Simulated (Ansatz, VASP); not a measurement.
# ScTaN: VASP beside Ansatz

```
Ta Sc N
1.0
     3.08507    0.00000    0.00000
    -1.54253    2.67175    0.00000
     0.00000    0.00000   10.34014
Ta Sc N
2 2 2
Direct
  0.33333 0.66667 0.24563
  0.66667 0.33333 0.75437
  0.00000 0.00000 0.00000
  0.00000 0.00000 0.50000
  0.33333 0.66667 0.62984
  0.66667 0.33333 0.37016
```

Alike in both runs: functional r2SCAN; k mesh 10 × 10 × 3; occupations fermi-dirac, width 0.05 eV; no spin polarisation.

|  | VASP | Ansatz |
| --- | --- | --- |
| version | VASP 6.6.1 | Ansatz 0.2.0 |
| potentials or method | VASP PAW PBE potentials, release 64 (Ta_pv, Sc_sv, N) | Ansatz PAW |
| plane-wave cutoff (eV) | 520 | 500 |
| valence electrons in the cell | 54 | 58 |
| task | single point | band structure |

Ansatz gave:

| Property | Result |
| --- | --- |
| gap on the k mesh at the Fermi level (eV) | none |
| pressure (GPa) | -2.5 |
| traceless stress, the component that is largest in VASP (GPa) | -0.01 |
| rms of the force components (eV/Å) | 0.043 |

Task: What did VASP give for the same quantities?

Result: gap on the k mesh at the Fermi level (eV): none; pressure (GPa): -1.5; traceless stress, the component that is largest in VASP (GPa): 0.05; rms of the force components (eV/Å): 0.034.

VASP's potentials were made for PBE, not for r2SCAN. Atom by atom the forces differ by 0.023 eV/Å (rms over components). A gap of «none» marks a metal or a gap that the smearing closes. With one functional, cell and mesh, what is left measures potentials, basis and numerics. VASP's potentials hold 54 valence electrons a cell and Ansatz's 58, so a difference there can come from the potentials and not from the codes.

Spin-orbit coupling is off throughout.
